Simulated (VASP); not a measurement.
A run of VASP 6.6.1:

The input INCAR:

```
AGGAC    = 1.0          
AGGAX    = 1.0          
ALDAC    = 0.0          
ALDAX    = 1.0          
ALGO     = Normal         # electronic algorithm
EDIFF    = 1E-6           # SCF threshold, eV
ENCUT    = 520            # plane-wave cutoff, eV
GGA      = B5             # functional
ISIF     = 2              # what is computed and relaxed
ISMEAR   = -1             # smearing method
IVDW     = 12             # dispersion correction
LASPH    = T              # aspherical terms in the spheres
LCHARG   = F              # write CHGCAR
LREAL    = F              # projectors in reciprocal space
LWAVE    = F              # write WAVECAR
NBANDS   = 16             # bands
NELM     = 80             # most SCF steps
PREC     = Accurate       # precision mode
SIGMA    = 0.05           # smearing width, eV
VDW_A1   = 0.4298       
VDW_A2   = 4.2359       
VDW_S6   = 1.0          
VDW_S8   = 2.6996
```

Contents of KPOINTS:

```
k-points
0
Gamma
  8 8 8
```

Contents of POSCAR:

```
CuI
1.0
    0.0000000000      2.9890937034      2.9890937034
    2.9890937034      0.0000000000      2.9890937034
    2.9890937034      2.9890937034      0.0000000000
I Cu
1 1
Direct
    0.0000000000      0.0000000000      0.0000000000
    0.7500000000      0.7500000000      0.7500000000
```

Potentials or basis: VASP PAW PBE potentials, release 64 (I, Cu).

The run is started by

```sh
$ cat potpaw_PBE.64/I/POTCAR potpaw_PBE.64/Cu/POTCAR > POTCAR
$ mpirun -np 1 vasp_std > vasp.out
```

Hardware: 1 thread of Intel Xeon 8259CL (shared host).

Question: How long does it take, and how much memory?

Answer: Wall time 55 s on 1 thread of Intel Xeon 8259CL, with other jobs on the host, peak memory 0.19 GiB. Counts: scf iterations 12, k points 29.
